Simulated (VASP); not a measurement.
## ZrSn11O24 (a cell with a defect) (Cassiterite): electric field gradients with PBE

Crystal: ZrSn11O24 (a cell with a defect) (Cassiterite).

```
Zr Sn O
1.0
     4.73800    4.73800    0.00000
    -4.73800    4.73800    0.00000
     0.00000    0.00000    9.55950
Zr Sn O
1 11 24
Direct
  0.00000 0.00000 0.00000
  0.00000 0.00000 0.33333
  0.00000 0.00000 0.66667
  0.50000 0.50000 0.00000
  0.50000 0.50000 0.33333
  0.50000 0.50000 0.66667
  0.50000 0.00000 0.16667
  0.50000 0.00000 0.50000
  0.50000 0.00000 0.83333
  0.00000 0.50000 0.16667
  0.00000 0.50000 0.50000
  0.00000 0.50000 0.83333
  0.30710 0.00000 0.00000
  0.30710 0.00000 0.33333
  0.30710 0.00000 0.66667
  0.80710 0.50000 0.00000
  0.80710 0.50000 0.33333
  0.80710 0.50000 0.66667
  0.50000 0.30710 0.16667
  0.50000 0.30710 0.50000
  0.50000 0.30710 0.83333
  0.00000 0.80710 0.16667
  0.00000 0.80710 0.50000
  0.00000 0.80710 0.83333
  0.69290 0.00000 0.00000
  0.69290 0.00000 0.33333
  0.69290 0.00000 0.66667
  0.19290 0.50000 0.00000
  0.19290 0.50000 0.33333
  0.19290 0.50000 0.66667
  0.50000 0.69290 0.16667
  0.50000 0.69290 0.50000
  0.50000 0.69290 0.83333
  0.00000 0.19290 0.16667
  0.00000 0.19290 0.50000
  0.00000 0.19290 0.83333
```

```yaml
Program: VASP 6.6.1
Task: electric field gradients
Functional: PBE
Potentials_or_basis: VASP PAW PBE potentials, release 64 (Zr_sv, Sn_d, O)
Cutoff: 520 eV
k_mesh: 3 × 3 × 2
Occupations: fermi-dirac, width 0.01 eV
Spin: no spin polarisation
Dipole_correction: no
Further_INCAR_settings: LREAL = Auto; ALGO = Normal; EDIFF = 1e-08; NBANDS = 179
```

The pressure is 12.9 GPa. The largest force is 0.727 eV/Å and the band gap on the k mesh is 1.62 eV.

Forces on the atoms (eV/Å):
```
Zr   0.000  0.000  0.000
Sn   0.000  0.000  0.182
Sn   0.000  0.000 -0.182
Sn   0.000  0.000  0.000
Sn   0.000  0.000  0.035
Sn   0.000  0.000 -0.035
Sn   0.000  0.000 -0.175
Sn   0.000  0.000  0.000
Sn   0.000  0.000  0.175
Sn   0.000  0.000  0.272
Sn   0.000  0.000  0.000
Sn   0.000  0.000 -0.272
O    0.050  0.050  0.000
O   -0.232 -0.232 -0.052
O   -0.232 -0.232  0.052
O   -0.211 -0.211  0.000
O   -0.263 -0.263  0.010
O   -0.263 -0.263 -0.010
O    0.218 -0.218 -0.028
O    0.238 -0.238  0.000
O    0.218 -0.218  0.028
O    0.451 -0.451  0.350
O    0.206 -0.206  0.000
O    0.451 -0.451 -0.350
O   -0.050 -0.050  0.000
O    0.232  0.232 -0.052
O    0.232  0.232  0.052
O    0.211  0.211  0.000
O    0.263  0.263  0.010
O    0.263  0.263 -0.010
O   -0.218  0.218 -0.028
O   -0.238  0.238  0.000
O   -0.218  0.218  0.028
O   -0.451  0.451  0.350
O   -0.206  0.206  0.000
O   -0.451  0.451 -0.350
```

Stress tensor (GPa, compression positive):
```
11.69  0.35  0.00
 0.35 11.69  0.00
 0.00  0.00 15.30
```

Levels at points of the mesh, in eV from the valence-band top:
```tsv
k point	band 152	band 153	band 154	band 155	band 156	band 157	band 158	band 159
(0.00, 0.00, 0.00)	-0.81	-0.70	-0.68	0.00	1.62	3.76	4.58	4.85
(0.00, 0.00, 0.50)	-0.75	-0.64	-0.24	-0.22	2.81	3.10	3.94	4.78
```

Electric field gradients, principal values (V/Å²):
| atom | least | middle | greatest (by size) |
| --- | --- | --- | --- |
| 1 Zr | -13.470 | -75.343 | 88.812 |
| 2 Sn | 9.824 | 41.598 | -51.422 |
| 3 Sn | 9.824 | 41.598 | -51.422 |
| 4 Sn | 9.278 | 51.117 | -60.395 |
| 5 Sn | 6.037 | 52.859 | -58.896 |
| 6 Sn | 6.037 | 52.859 | -58.896 |
| 7 Sn | 10.526 | 54.348 | -64.874 |
| 8 Sn | 5.856 | 53.089 | -58.944 |
| 9 Sn | 10.526 | 54.348 | -64.874 |
| 10 Sn | 5.233 | 54.358 | -59.591 |
| 11 Sn | 8.053 | 52.096 | -60.149 |
| 12 Sn | 5.233 | 54.358 | -59.591 |
| 13 O | 0.944 | 67.889 | -68.833 |
| 14 O | 47.715 | 58.268 | -105.983 |
| 15 O | 47.715 | 58.268 | -105.983 |
| 16 O | 46.405 | 57.533 | -103.939 |
| 17 O | 48.394 | 57.860 | -106.253 |
| 18 O | 48.394 | 57.860 | -106.253 |
| 19 O | 47.502 | 57.167 | -104.669 |
| 20 O | 47.531 | 58.248 | -105.780 |
| 21 O | 47.502 | 57.167 | -104.669 |
| 22 O | -9.687 | -64.488 | 74.175 |
| 23 O | 47.100 | 57.487 | -104.587 |
| 24 O | -9.687 | -64.488 | 74.175 |
| 25 O | 0.944 | 67.889 | -68.833 |
| 26 O | 47.715 | 58.268 | -105.983 |
| 27 O | 47.715 | 58.268 | -105.983 |
| 28 O | 46.405 | 57.533 | -103.939 |
| 29 O | 48.394 | 57.860 | -106.253 |
| 30 O | 48.394 | 57.860 | -106.253 |
| 31 O | 47.502 | 57.167 | -104.669 |
| 32 O | 47.531 | 58.248 | -105.780 |
| 33 O | 47.502 | 57.167 | -104.669 |
| 34 O | -9.687 | -64.488 | 74.175 |
| 35 O | 47.100 | 57.487 | -104.587 |
| 36 O | -9.687 | -64.488 | 74.175 |

Wall time 23 min on 1 thread of Intel(R) Xeon(R) Platinum 8488C (Sapphire Rapids), with other jobs on the host, peak memory 0.67 GiB.

Caveat: without QUAD_EFG the Cq values of the log hold for a quadrupole moment of 1 mb, not for the nuclei; spin-orbit coupling is left out, which moves the levels of the heavy elements.
